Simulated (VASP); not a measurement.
Input of a VASP 6.6.1 run:

The input POSCAR:

```
Si2Mo
1.0
   -1.6390677715      1.6390677715      3.9902036576
    1.6390677715     -1.6390677715      3.9902036576
    1.6390677715      1.6390677715     -3.9902036576
Si Mo
2 1
Direct
    0.3359424410      0.3359424410      0.0000000000
    0.6640575590      0.6640575590      0.0000000000
    0.0000000000      0.0000000000      0.0000000000
```

INCAR.step1

```
PREC = Accurate ; ENCUT = 550
ISMEAR = 0 ; SIGMA = 0.05
LREAL = F ; LASPH = T
NELM = 120 ; GGA = PE
ALGO = Normal ; EDIFF = 1E-5
LWAVE = T ; LCHARG = F
GGA_COMPAT = F ; IBRION = 2
ISIF = 3 ; EDIFFG = -0.005
NELMIN = 4 ; NSW = 100
```

INCAR.step2

```
PREC = Accurate ; ENCUT = 550
EDIFF = 1E-7 ; ISMEAR = 0
SIGMA = 0.05 ; LREAL = F
LASPH = T ; NELM = 120
ALGO = Normal ; ISIF = 4
LWAVE = F ; LCHARG = F
METAGGA = R2SCAN ; LMIXTAU = T
IBRION = 2 ; NSW = 60
EDIFFG = -0.01 ; ISTART = 1
GGA_COMPAT = F ; NELMIN = 4
```

The input KPOINTS:

```
Automatic mesh
0
Gamma
  14 14 14
```

Potentials or basis: VASP PAW PBE potentials, release 64 (Si, Mo_sv).

Run with:

```sh
$ cat potpaw_PBE.64/Si/POTCAR potpaw_PBE.64/Mo_sv/POTCAR > POTCAR
$ cp INCAR.step1 INCAR
$ mpirun -np 1 vasp_std > vasp.out
$ cp INCAR.step2 INCAR
$ mpirun -np 1 vasp_std > vasp.out
```

**Question.** Predict the band gap on the k mesh.

**Answer.** Zero (bands 11 and 12 overlap by 0.93 eV).

Step by step:
| step | energy change (eV) | largest force (eV/Å) | pressure (GPa) | volume (Å³) |
| --- | --- | --- | --- | --- |
| 1 | 0.0000 | 0.0731 | -12.49 | 42.88 |
| 2 | -0.0004 | 0.0070 | -12.35 | 42.88 |
| 3 | -0.0004 | 0.0204 | -12.38 | 42.88 |
| 4 | -0.0005 | 0.0019 | -12.37 | 42.88 |

Caveat: the PAW data sets were made with another functional, which shifts forces and pressure a little.
